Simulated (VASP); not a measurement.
Write the native input for VASP 6.6.1 that does the following.

* Task: relaxation of cell and atoms
* Functional: PBE
* Potentials or basis: VASP PAW PBE potentials, release 64 (Ta_pv, N)
* Cutoff: 600 eV
* k mesh: 6 × 6 × 4
* Occupations: gaussian, width 0.1 eV
* Spin: no spin polarisation
* Dipole correction: no
* Further INCAR settings: ALGO = Normal; EDIFF = 1e-06; IBRION = 2; EDIFFG = -0.04; NSW = 90; ISIF = 3

The structure of Ta2N lies in POSCAR:

```
Ta2N
1.0
    3.5103652500      0.0000000000      0.0000000000
   -1.7551826300      3.0400654900      0.0000000000
    0.0000000000      0.0000000000      4.7455490500
Ta N
2 1
Direct
    0.6666666700      0.3333333300      0.3370961900
    0.0000000000      0.0000000000      0.4922103400
    0.3333333300      0.6666666700      0.8196778900
```

The input as run:

INCAR

```
SYSTEM = Ta2N
ALGO = Normal
EDIFF = 1E-6
EDIFFG = -0.04
ENCUT = 600
GGA = PE
IBRION = 2
ISIF = 3
ISMEAR = 0
LASPH = .TRUE.
LCHARG = .FALSE.
LREAL = .FALSE.
LWAVE = .FALSE.
NELM = 80
NSW = 90
PREC = Accurate
SIGMA = 0.1
```

KPOINTS

```
k-points
0
G
  6 6 4
  0 0 0
```

Potentials or basis: VASP PAW PBE potentials, release 64 (Ta_pv, N).

Command:

```sh
$ cat potpaw_PBE.64/Ta_pv/POTCAR potpaw_PBE.64/N/POTCAR > POTCAR
$ mpirun -np 1 vasp_std > vasp.out
```

Results of the run:

```json
{
  "Relaxed volume": "13.60 Å³/atom",
  "Relaxed cell": "a = 3.114 Å, b = 3.114 Å, c = 4.860 Å, α = 90.00°, β = 90.00°, γ = 120.00°",
  "Space group after relaxing (to 0.05 Å)": "P-3m1 (No. 164)",
  "Energy gained by relaxing": "4913.3 meV/atom",
  "Ionic steps": "27",
  "Pressure after relaxing": "0.0 GPa",
  "Largest force after relaxing": "0.018 eV/Å"
}
```

Caveat: the volume moved by over 15 % at a fixed basis, so the end points are rough.

Wall time 3.3 min on 1 thread of Intel(R) Xeon(R) 6975P-C (Granite Rapids), on a shared host, peak memory 0.2 GiB.
